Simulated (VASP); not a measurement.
# Ca in VASP: relaxation of the atoms with PBEsol

Aim: the relaxation of the atoms of Ca with PBEsol.

Program: VASP 6.6.1. These are calculated values, not measurements. Logs are shortened: lines on timing, memory, paths and dates and some standing lists are left out, and cuts for length are marked.

**1. The cell of the first run**

The cell holds a slab with vacuum, 13 atoms: a = 7.891 Å, b = 7.891 Å, c = 18.443 Å, α = 90.00°, β = 90.00°, γ = 60.00°.

**2. Relaxation of the atoms, PBEsol**

Contents of INCAR:

```
ALGO = Normal
EDIFF = 1E-6
EDIFFG = -0.08
ENCUT = 520
GGA = PS
IBRION = 2
ISIF = 2
ISMEAR = -1
LASPH = T
LCHARG = F
LREAL = F
LWAVE = F
NELM = 100
NSW = 45
PREC = Accurate
SIGMA = 0.05
```

Contents of KPOINTS:

```
k-points
0
Gamma
  2 2 1
```

Contents of POSCAR:

```
Ca
1.0
    7.8913120000      0.0000000000      0.0000000000
    3.9456560000      6.8340760000      0.0000000000
    0.0000000000      0.0000000000     18.4432290000
Ca
13
Selective dynamics
Direct
    0.1666667000      0.1666667000      0.0542204000  F F F
    0.6666667000      0.1666667000      0.0542204000  F F F
    0.1666667000      0.6666667000      0.0542204000  F F F
    0.6666667000      0.6666667000      0.0542204000  F F F
   -0.1666667000      0.3333333000      0.2288978000  T T T
    0.3333333000      0.3333333000      0.2288978000  T T T
   -0.1666667000      0.8333333000      0.2288978000  T T T
    0.3333333000      0.8333333000      0.2288978000  T T T
    0.0000000000      0.0000000000      0.4035752000  T T T
    0.5000000000      0.0000000000      0.4035752000  T T T
    0.0000000000      0.5000000000      0.4035752000  T T T
    0.5000000000      0.5000000000      0.4035752000  T T T
    0.1473484000      0.6717589000      0.5591878000  T T T
```

Potentials or basis: VASP PAW PBE potentials, release 64 (Ca_sv).

Launch:

```sh
cat potpaw_PBE.64/Ca_sv/POTCAR > POTCAR
mpirun -np 1 vasp_std > vasp.out
```

OUTCAR:

```text
EDIFF = 1E-6
   EDIFFG = -0.08
   ENCUT = 520
   GGA = PS
   IBRION = 2
   ISIF = 2
   ISMEAR = -1
   LASPH = T
   LREAL = F
   NELM = 100
   NSW = 45
   PREC = Accurate

 ion  position               nearest neighbor table
   1  0.167  0.167  0.054-
   2  0.667  0.167  0.054-
   3  0.167  0.667  0.054-
   4  0.667  0.667  0.054-
   5  0.833  0.333  0.229-
   6  0.333  0.333  0.229-
   7  0.833  0.833  0.229-
   8  0.333  0.833  0.229-
   9  0.000  0.000  0.404-
  10  0.500  0.000  0.404-
  11  0.000  0.500  0.404-
  12  0.500  0.500  0.404-
  13  0.147  0.672  0.559-

  LATTYP: Found a hexagonal cell.
 ALAT       =     7.8913114274
 C/A-ratio  =     2.3371563991

  Lattice vectors:

 A1 = (  -3.9456560000,  -6.8340760000,   0.0000000000)
 A2 = (   7.8913120000,   0.0000000000,   0.0000000000)
 A3 = (   0.0000000000,   0.0000000000,  18.4432290000)

Analysis of symmetry for initial positions (statically):
=====================================================================
 Subroutine PRICEL returns:
 Original cell was already a primitive cell.

 Routine SETGRP: Setting up the symmetry group for a
 hexagonal supercell.

 Subroutine GETGRP returns: Found  1 space group operations
 (whereof  1 operations were pure point group operations)
 out of a pool of 24 trial point group operations.

The static configuration has the point symmetry C_1 .

Analysis of symmetry for dynamics (positions and initial velocities):
=====================================================================
 Subroutine PRICEL returns:
 Original cell was already a primitive cell.

 Routine SETGRP: Setting up the symmetry group for a
 hexagonal supercell.

 Subroutine GETGRP returns: Found  1 space group operations
 (whereof  1 operations were pure point group operations)
 out of a pool of 24 trial point group operations.

The dynamic configuration has the point symmetry C_1 .

Analysis of constrained symmetry for selective dynamics:
=====================================================================
 Subroutine PRICEL returns:
 Original cell was already a primitive cell.

 Routine SETGRP: Setting up the symmetry group for a
[... 159 lines left out ...]

  FORCE on cell =-STRESS in cart. coord.  units (eV):
  Direction    XX          YY          ZZ          XY          YZ          ZX
  --------------------------------------------------------------------------------------
  -------------------------------------------------------------------------------------
  Total       -4.2515992     -4.2057966     -2.5753451      0.0724256     -0.0172782      0.0996428
  in kB       -6.8485231     -6.7747437     -4.1483944      0.1166639     -0.0278318      0.1605057
  external PRESSURE =      -5.9238870 kB  Pullay stress =       0.0000000 kB
[... 81 lines left out ...]
--------------------------------------- Ionic step        3  -------------------------------------------

 number of electron     129.9999985 magnetization

 E-fermi :  -0.0018     XC(G=0):  -5.2845

 val. band max:       -0.0021920125   @ k =   0.0000   0.0000   0.0000
 cond. band min:       0.0017594072   @ k =   0.5000   0.5000   0.0000
 fundamental gap:      0.0039514197
 Fermi energy:        -0.0017964973

 k-point     1 :       0.0000    0.0000    0.0000
  band No.  band energies     occupation
      1     -43.2551      2.00000
      2     -42.4121      2.00000
      3     -42.4050      2.00000
      4     -42.4043      2.00000
      5     -42.4028      2.00000
      6     -42.3627      2.00000
[... 309 lines left out ...]
     76       0.7022      0.00000
     77       0.8549      0.00000
 [bands above 77 left out]

------------------------ aborting loop because EDIFF is reached ----------------------------------------

  FORCE on cell =-STRESS in cart. coord.  units (eV):
  Direction    XX          YY          ZZ          XY          YZ          ZX
  --------------------------------------------------------------------------------------
  -------------------------------------------------------------------------------------
  Total       -4.3076939     -4.2729427     -2.5477976      0.0546284     -0.0100827      0.0494292
  in kB       -6.9388810     -6.8829034     -4.1040206      0.0879960     -0.0162414      0.0796211
  external PRESSURE =      -5.9752683 kB  Pullay stress =       0.0000000 kB
[... 28 lines left out ...]
  FREE ENERGIE OF THE ION-ELECTRON SYSTEM (eV)
  ---------------------------------------------------
  free  energy   TOTEN  =       -23.7712328598 eV

  energy  without entropy=      -23.5696890956  energy(sigma->0) =      -23.67046098

[... ionic steps 4 to 7 ...]

--------------------------------------- Ionic step        8  -------------------------------------------

 number of electron     129.9999996 magnetization

------------------------ aborting loop because EDIFF is reached ----------------------------------------
[... 89 lines left out ...]
--------------------------------------- Ionic step       10  -------------------------------------------

 number of electron     129.9999997 magnetization

 Free energy of the ion-electron system (eV)
  ---------------------------------------------------
  ext. energy  EPLUGINS =         0.00000000
  ---------------------------------------------------
  free energy    TOTEN  =       -23.83178029 eV

  energy without entropy =      -23.63558802  energy(sigma->0) =      -23.73368416

 E-fermi :   0.0103     XC(G=0):  -5.2640

 val. band max:        0.0058983517   @ k =   0.0000   0.0000   0.0000
 cond. band min:       0.0239421638   @ k =   0.5000   0.5000   0.0000
 fundamental gap:      0.0180438121
 Fermi energy:         0.0102513549

 k-point     1 :       0.0000    0.0000    0.0000
  band No.  band energies     occupation
      1     -43.2375      2.00000
      2     -42.4406      2.00000
      3     -42.4012      2.00000
      4     -42.3770      2.00000
      5     -42.3692      2.00000
      6     -42.3651      2.00000
[... 309 lines left out ...]
     76       0.7201      0.00000
     77       0.8524      0.00000
 [bands above 77 left out]

------------------------ aborting loop because EDIFF is reached ----------------------------------------

  FORCE on cell =-STRESS in cart. coord.  units (eV):
  Direction    XX          YY          ZZ          XY          YZ          ZX
  --------------------------------------------------------------------------------------
  -------------------------------------------------------------------------------------
  Total       -4.3183306     -4.2923203     -1.2671428      0.0455053      0.0108273     -0.0246278
  in kB       -6.9560147     -6.9141170     -2.0411276      0.0733004      0.0174407     -0.0396708
  external PRESSURE =      -5.3037531 kB  Pullay stress =       0.0000000 kB
[... 28 lines left out ...]
  FREE ENERGIE OF THE ION-ELECTRON SYSTEM (eV)
  ---------------------------------------------------
  free  energy   TOTEN  =       -23.8317802923 eV

  energy  without entropy=      -23.6355880222  energy(sigma->0) =      -23.73368416

 reached required accuracy - stopping structural energy minimisation
```

Run time: 84 min. Hardware: 1 thread of Intel Xeon Platinum 8259CL at 2.50GHz (Skylake/Cascade Lake), shared host; peak memory 1.1 GiB.

Results:

- Free energy: -23.8318 eV
- Energy gained by relaxing: 7.2 meV/atom
- Ionic steps: 10
- Band gap on the k mesh: zero (band 65 reaches 0.04 eV, above the bottom of band 66 at -0.06 eV)

The path:
```csv
step,energy change (eV),largest force on free atoms (eV/Å),pressure (GPa)
1,0.0000,0.2820,-0.59
2,-0.0097,0.2567,-0.59
3,-0.0332,0.1776,-0.60
4,-0.0554,0.1455,-0.60
5,-0.0559,0.1717,-0.60
6,-0.0645,0.1613,-0.59
7,-0.0808,0.1249,-0.56
8,-0.0691,0.1937,-0.50
9,-0.0835,0.1082,-0.55
10,-0.0937,0.0782,-0.53
```

Final structure:
```
Ca
1.0
     7.89131    0.00000    0.00000
     3.94566    6.83408    0.00000
     0.00000    0.00000   18.44323
Ca
13
Cartesian
  1.9728 1.1390 1.0000
  5.9185 1.1390 1.0000
  3.9457 4.5561 1.0000
  7.8913 4.5561 1.0000
  7.8792 2.2806 4.0970
  3.9525 2.2440 4.1476
  9.8364 5.7133 4.1260
  5.9507 5.7080 4.1568
  3.9384 6.7918 7.2184
  7.9003 6.8304 7.6089
  2.0021 3.4397 7.2043
  5.8664 3.4444 7.2623
  3.8349 4.5871 10.2185
```

Levels at points of the mesh, in eV from the Fermi level:
| k point | band 62 | band 63 | band 64 | band 65 | band 66 | band 67 |
| --- | --- | --- | --- | --- | --- | --- |
| (0.00, 0.00, 0.00) | -0.76 | -0.60 | -0.59 | -0.58 | -0.07 | -0.06 |
| (0.50, 0.00, 0.00) | -0.81 | -0.45 | -0.04 | 0.03 | 0.09 | 0.21 |
| (0.50, 0.50, 0.00) | -0.81 | -0.44 | -0.04 | 0.01 | 0.09 | 0.21 |
| (0.00, 0.50, 0.00) | -0.81 | -0.44 | -0.04 | 0.02 | 0.09 | 0.21 |

Caveat: the k points lie up to 0.46 Å⁻¹ apart; the PAW data sets were made with another functional, which shifts forces and pressure a little; the relaxation stopped at a loose force limit of 0.08 eV/Å, so its end isn't a converged minimum.
